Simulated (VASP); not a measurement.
# MgO (Fm-3m) in VASP: a series of runs, part 2 of 2

VASP 6.6.1. The steps go on from the part before.

## 4. Single point, PBE

INCAR

```
SYSTEM = MgO
PREC     = Accurate       ! precision mode
ENCUT    = 600            ! plane-wave cutoff, eV
EDIFF    = 1E-6           ! SCF threshold, eV
ISMEAR   = 1              ! smearing method
SIGMA    = 0.3            ! smearing width, eV
LREAL    = .FALSE.        ! projectors in reciprocal space
LASPH    = .TRUE.         ! aspherical terms in the spheres
NELM     = 120            ! most SCF steps
ALGO     = Normal         ! electronic algorithm
ISIF     = 2              ! what is computed and relaxed
LWAVE    = .FALSE.        ! write WAVECAR
LCHARG   = .FALSE.        ! write CHGCAR
GGA      = PE             ! functional
NBANDS   = 11             ! bands
GGA_COMPAT= .FALSE.
```

KPOINTS

```
Automatic mesh
0
G
  7 7 7
  0 0 0
```

POSCAR

```
MgO
1.0
    0.0000000000      2.1620000000      2.1620000000
    2.1620000000      0.0000000000      2.1620000000
    2.1620000000      2.1620000000      0.0000000000
Mg O
1 1
Direct
    0.0000000000      0.0000000000      0.0000000000
    0.5000000000      0.5000000000      0.5000000000
```

Potentials or basis: VASP PAW PBE potentials, release 64 (Mg, O).

The run is started by

```console
$ cat potpaw_PBE.64/Mg/POTCAR potpaw_PBE.64/O/POTCAR > POTCAR
$ mpirun -np 1 vasp_std > vasp.out
```

OUTCAR:

```text
SYSTEM = MgO
   PREC = Accurate
   ENCUT = 600
   EDIFF = 1E-6
   ISMEAR = 1
   LREAL = .FALSE.
   LASPH = .TRUE.
   NELM = 120
   ISIF = 2
   GGA = PE

 ion  position               nearest neighbor table
   1  0.000  0.000  0.000-   2 2.16   2 2.16   2 2.16   2 2.16   2 2.16   2 2.16
   2  0.500  0.500  0.500-   1 2.16   1 2.16   1 2.16   1 2.16   1 2.16   1 2.16

  LATTYP: Found a face centered cubic cell.
 ALAT       =     4.3240000000

  Lattice vectors:

 A1 = (   0.0000000000,   2.1620000000,   2.1620000000)
 A2 = (   2.1620000000,   0.0000000000,   2.1620000000)
 A3 = (   2.1620000000,   2.1620000000,   0.0000000000)

Analysis of symmetry for initial positions (statically):
=====================================================================
 Subroutine PRICEL returns:
 Original cell was already a primitive cell.

 Routine SETGRP: Setting up the symmetry group for a
 face centered cubic supercell.

 Subroutine GETGRP returns: Found 48 space group operations
 (whereof 48 operations were pure point group operations)
 out of a pool of 48 trial point group operations.

The static configuration has the point symmetry O_h .

Analysis of symmetry for dynamics (positions and initial velocities):
=====================================================================
 Subroutine PRICEL returns:
 Original cell was already a primitive cell.

 Routine SETGRP: Setting up the symmetry group for a
 face centered cubic supercell.

 Subroutine GETGRP returns: Found 48 space group operations
 (whereof 48 operations were pure point group operations)
 out of a pool of 48 trial point group operations.

The dynamic configuration has the point symmetry O_h .

 Subroutine INISYM returns: Found 48 space group operations
 (whereof 48 operations are pure point group operations),
 and found     1 'primitive' translations

----------------------------------------------------------------------------------------

                                     Primitive cell

  volume of cell :      20.2114

  direct lattice vectors                    reciprocal lattice vectors
     0.000000000  2.162000000  2.162000000    -0.231267345  0.231267345  0.231267345
     2.162000000  0.000000000  2.162000000     0.231267345 -0.231267345  0.231267345
     2.162000000  2.162000000  0.000000000     0.231267345  0.231267345 -0.231267345

  length of vectors
     3.057529722  3.057529722  3.057529722     0.400566792  0.400566792  0.400566792

  position of ions in fractional coordinates (direct lattice)
     0.000000000  0.000000000  0.000000000
     0.500000000  0.500000000  0.500000000

  ion indices of the primitive-cell ions
   primitive index   ion index
                 1           1
                 2           2

----------------------------------------------------------------------------------------

 KPOINTS: Automatic mesh

Automatic generation of k-mesh.
 Grid dimensions read from file:
 generate k-points for:    7    7    7

 Generating k-lattice:

  Cartesian coordinates                     Fractional coordinates (reciprocal lattice)
    -0.033038192  0.033038192  0.033038192     0.142857143  0.000000000  0.000000000
     0.033038192 -0.033038192  0.033038192     0.000000000  0.142857143  0.000000000
     0.033038192  0.033038192 -0.033038192     0.000000000  0.000000000  0.142857143

  Length of vectors
     0.057223827  0.057223827  0.057223827

  Shift w.r.t. Gamma in fractional coordinates (k-lattice)
     0.000000000  0.000000000  0.000000000

 Subroutine IBZKPT returns following result:
 ===========================================

 Found     20 irreducible k-points:

 Following reciprocal coordinates:
            Coordinates               Weight
  0.000000  0.000000  0.000000      1.000000
  0.142857  0.000000  0.000000      8.000000
  0.285714  0.000000  0.000000      8.000000
  0.428571  0.000000  0.000000      8.000000
  0.142857  0.142857  0.000000      6.000000
  0.285714  0.142857  0.000000     24.000000
[... 12 lines left out ...]
 -0.428571  0.428571  0.142857     24.000000
 -0.285714  0.428571  0.142857     24.000000
   k-points           NKPTS =     20   k-points in BZ     NKDIM =     20   number of bands    NBANDS=     11
   number of dos      NEDOS =    301   number of ions     NIONS =      2
   total plane-waves  NPLWV =  13824
   dimension x,y,z NGX =    24 NGY =   24 NGZ =   24
   dimension x,y,z NGXF=    48 NGYF=   48 NGZF=   48
   ions per type =               1   1
   NGX,Y,Z   is equivalent  to a cutoff of  13.05, 13.05, 13.05 a.u.
   NGXF,Y,Z  is equivalent  to a cutoff of  26.10, 26.10, 26.10 a.u.
 SYSTEM =  MgO
   PREC   = accura    normal or accurate (medium, high low for compatibility)
   ISTART =      0    job   : 0-new  1-cont  2-samecut
   ICHARG =      2    charge: 1-file 2-atom 10-const
   ISPIN  =      1    spin polarized calculation?
   LNONCOLLINEAR =      F non collinear calculations
   LSORBIT =      F    spin-orbit coupling
   LASPH  =      T    aspherical Exc in radial PAW
   ENCUT  =  600.0 eV  44.10 Ry    6.64 a.u.   6.11  6.11  6.11*2*pi/ulx,y,z
   NELM   =    120;   NELMIN=  2; NELMDL= -5     # of ELM steps
   EDIFF  = 0.1E-05   stopping-criterion for ELM
   LREAL  =      F    real-space projection
   EDIFFG = 0.1E-04   stopping-criterion for IOM
   NSW    =      0    number of steps for IOM
   IBRION =     -1    ionic relax: 0-MD 1-quasi-New 2-CG
   NFREE  =      0    steps in history (QN), initial steepest desc. (CG)
   ISIF   =      2    stress and relaxation
   ISYM   =      2    0-nonsym 1-usesym 2-fastsym
   POTIM  = 0.5000    time-step for ionic-motion
   TEBEG  =    0.0;   TEEND  =   0.0 temperature during run
   PSTRESS=    0.0 pullay stress
   NELECT =       8.0000    total number of electrons
   NUPDOWN=      -1.0000    fix difference up-down
   EMIN   =  10.00;   EMAX   =-10.00  energy-range for DOS
   EFERMI =   0.00;   METHOD = LEGACY
   ISMEAR =     1;   SIGMA  =   0.30  broadening in eV -4-tet -1-fermi 0-gaus
   EFERMI_NEDOS =   21; number of points for ismear=-14 and -15
   IALGO  =     38    algorithm
   IMIX   =      4    mixing-type and parameters
     AMIX     =   0.40;   BMIX     =  1.00
     AMIX_MAG =   1.60;   BMIX_MAG =  1.00
  volume/ion in A,a.u.               =      10.11        68.20
  Fermi-wavevector in a.u.,A,eV,Ry     =   1.202004  2.271458 19.657873  1.444813
  Thomas-Fermi vector in A             =   2.337797
   LORBIT       =      0    0 simple, 1 ext, 2 COOP (PROOUT), +10 PAW based schemes
   GGA     = PE    functional components
   LHFCALC =     F    Hartree Fock is set to
   AEXX    =    0.0000 exact exchange contribution
   IVDW    =     0    specifies the selected vdW correction
   LEPSILON=     F    determine dielectric tensor
   LRPA    =     F    only Hartree local field effects (RPA)
 non-spin polarized calculation
 Methfessel and Paxton  Order N= 1 SIGMA  =   0.30
  energy-cutoff  :      600.00
  volume of cell :       20.21
 maximum number of plane-waves:       683
   NGX = 13   NGY = 13   NGZ = 13

 number of electron       7.9999997 magnetization

 Free energy of the ion-electron system (eV)
  ---------------------------------------------------
  ext. energy  EPLUGINS =         0.00000000
  ---------------------------------------------------
  free energy    TOTEN  =       -11.88796628 eV

  energy without entropy =      -11.89413072  energy(sigma->0) =      -11.89002109

 E-fermi :   2.6925     XC(G=0): -10.7122

 val. band max:        2.6188428813   @ k =   0.0000   0.0000   0.0000
 cond. band min:       6.6175794742   @ k =   0.0000   0.0000   0.0000
 fundamental gap:      3.9987365928
 Fermi energy:         2.6924724656

 k-point     1 :       0.0000    0.0000    0.0000
  band No.  band energies     occupation
      1     -14.2603      2.00000
      2       2.6188      1.40186
      3       2.6188      1.40185
      4       2.6188      1.40185
      5       6.6176     -0.00000
      6      17.9726      0.00000
      7      17.9726      0.00000
      8      17.9726      0.00000
      9      21.6860      0.00000
     10      23.3730      0.00000
     11      23.3730      0.00000
[... 253 lines left out ...]
 k-point    20 :      -0.2857    0.4286    0.1429
  band No.  band energies     occupation
      1     -12.9157      2.00000
      2      -0.2723      2.00000
      3      -0.0901      2.00000
      4       1.2859      2.00000
      5      13.0676      0.00000
      6      13.8829      0.00000
      7      14.0559      0.00000
      8      17.7907      0.00000
      9      22.1746      0.00000
     10      24.4747      0.00000
     11      28.1978      0.00000

------------------------ aborting loop because EDIFF is reached ----------------------------------------

  FORCE on cell =-STRESS in cart. coord.  units (eV):
  Direction    XX          YY          ZZ          XY          YZ          ZX
  --------------------------------------------------------------------------------------
  -------------------------------------------------------------------------------------
  Total       -0.9677922     -0.9677922     -0.9677922      0.0000000      0.0000000      0.0000000
  in kB      -76.7177086    -76.7177086    -76.7177086      0.0000000      0.0000000      0.0000000
  external PRESSURE =     -76.7177086 kB  Pullay stress =       0.0000000 kB

 VOLUME and BASIS-vectors are now :
 -----------------------------------------------------------------------------
  energy-cutoff  :      600.00
  volume of cell :       20.21
      direct lattice vectors                 reciprocal lattice vectors
     0.000000000  2.162000000  2.162000000    -0.231267345  0.231267345  0.231267345
     2.162000000  0.000000000  2.162000000     0.231267345 -0.231267345  0.231267345
     2.162000000  2.162000000  0.000000000     0.231267345  0.231267345 -0.231267345

 POSITION                                       TOTAL-FORCE (eV/Angst)
 -----------------------------------------------------------------------------------
      0.00000      0.00000      0.00000        -0.000000      0.000000      0.000000
      2.16200      2.16200      2.16200         0.000000     -0.000000     -0.000000
 -----------------------------------------------------------------------------------
    total drift:                               -0.000000     -0.000000      0.000000

  FREE ENERGIE OF THE ION-ELECTRON SYSTEM (eV)
  ---------------------------------------------------
  free  energy   TOTEN  =       -11.8879662797 eV

  energy  without entropy=      -11.8941307167  energy(sigma->0) =      -11.89002109
```

It took 13 s on 1 thread of AMD EPYC 7R13, shared host; peak memory 0.11 GiB.

What came out:

```yaml
Free_energy: -11.8880 eV
Pressure: -7.7 GPa
Band_gap_on_the_k_mesh: 4.00 eV, direct
```

Expect the measured gap to be larger: semilocal functionals such as PBE lack the derivative discontinuity.

## 5. Single point, PBE

INCAR

```
  PREC = Accurate
  ENCUT = 600
  EDIFF = 1E-6
  ISMEAR = 0
  SIGMA = 0.01
  LREAL = F
  LASPH = T
  NELM = 120
  ALGO = Normal
  ISIF = 2
  LWAVE = F
  LCHARG = F
  GGA = PE
  NBANDS = 11
  GGA_COMPAT = F
```

KPOINTS

```
regular mesh
0
Gamma
  7 7 7
```

POSCAR is that of step 4.

The run is started by

```console
$ cat potpaw_PBE.64/Mg/POTCAR potpaw_PBE.64/O/POTCAR > POTCAR
$ mpirun -np 1 vasp_std > vasp.out
```

Run time: 14 s. Hardware: 1 thread of AMD EPYC 7R13, shared host; peak memory 0.11 GiB.

Results (log left out):

```yaml
Free_energy: -11.8902 eV
Pressure: -7.6 GPa
Band_gap_on_the_k_mesh: 4.00 eV, direct
```

Levels at points of the mesh, in eV from the valence-band top:
```tsv
k point	band 1	band 2	band 3	band 4	band 5	band 6	band 7	band 8	band 9
(0.00, 0.00, 0.00)	-16.88	0.00	0.00	0.00	4.00	15.35	15.35	15.35	19.07
```

As with any semilocal functional, this PBE gap is likely too small.

## 6. The runs side by side

```tsv
smearing	gap on the mesh (eV)	pressure (GPa)
fermi-dirac 0.02 eV	4.00	-7.6
methfessel-paxton 0.3 eV	4.00	-7.7
gaussian 0.01 eV	4.00	-7.6
```

Alike in all rows: task single point; level PBE; potentials or basis VASP PAW PBE potentials, release 64 (Mg, O); no spin polarisation; cell as given; k mesh 7 × 7 × 7; cutoff (eV) 600.

On the cell as given the gap runs from 4.00 eV (PBE) to 4.00 eV (PBE).

Absolute energies hang on the potentials; compare differences alone.
